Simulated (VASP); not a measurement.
Wanted: the native input for a VASP 6.6.1 run.

```
Task                   : single point
Functional             : PBE
Potentials or basis    : VASP PAW PBE potentials, release 64 (Al, N)
Cutoff                 : 600 eV
k mesh                 : 6 × 6 × 4
Occupations            : gaussian, width 0.1 eV
Spin                   : no spin polarisation
Dipole correction      : no
Further INCAR settings : ALGO = Normal; EDIFF = 1e-06; NBANDS = 16
```

The structure of AlN (m.b) lies in POSCAR:

```
AlN
1.0
    3.1100000000      0.0000000000      0.0000000000
   -1.5550000000      2.6933390000      0.0000000000
    0.0000000000      0.0000000000      4.9800000000
Al N
2 2
Direct
    0.3333333000      0.6666667000      0.0000000000
    0.6666667000      0.3333333000      0.5000000000
    0.3333333000      0.6666667000      0.3770000000
    0.6666667000      0.3333333000      0.8770000000
```

One way to write it, as run:

INCAR

```
SYSTEM = AlN
PREC = Accurate ; ENCUT = 600
EDIFF = 1E-6 ; ISMEAR = 0
SIGMA = 0.1 ; LREAL = .FALSE.
LASPH = .TRUE. ; NELM = 120
ALGO = Normal ; ISIF = 2
LWAVE = .FALSE. ; LCHARG = .FALSE.
GGA = PE ; NBANDS = 16
GGA_COMPAT = .FALSE.
```

KPOINTS

```
Automatic mesh
0
G
  6 6 4
  0 0 0
```

Potentials or basis: VASP PAW PBE potentials, release 64 (Al, N).

The run is started by

```console
$ cat potpaw_PBE.64/Al/POTCAR potpaw_PBE.64/N/POTCAR > POTCAR
$ mpirun -np 1 vasp_std > vasp.out
```

Results of the run:

The pressure is 3.9 GPa. The largest force is 0.330 eV/Å. The band gap on the k mesh is 4.29 eV, direct.

It used 32 s of CPU time on 1 thread of AMD EPYC 7R13 Processor (Zen 3), on a shared host.
